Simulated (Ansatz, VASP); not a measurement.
## Two plane-wave programs on Lu

```
Lu
1.0
     0.00000    2.47121    2.47121
     2.47121    0.00000    2.47121
     2.47121    2.47121    0.00000
Lu
1
Direct
  0.00000 0.00000 0.00000
```

Alike in both runs: functional revPBE; k mesh 11 × 11 × 11; occupations fermi-dirac, width 0.1 eV; no spin polarisation.

Ansatz relaxed the structure, and its values are those at the end. VASP's run is a single point on that final structure, the one shown.

|  | VASP | Ansatz |
| --- | --- | --- |
| version | VASP 6.6.1 | Ansatz 0.2.0 |
| potentials or method | VASP PAW PBE potentials, release 64 (Lu), cutoff 520 eV | plane waves (420 eV) with PAW, scalar-relativistic |
| valence electrons in the cell | 25 | 25 |

|  | VASP | Ansatz | Ansatz less VASP |
| --- | --- | --- | --- |
| pressure (GPa) | 0.2 | 0.0 | -0.15 |

VASP's potentials were made for PBE, not for revPBE.

Spin-orbit coupling is off throughout.
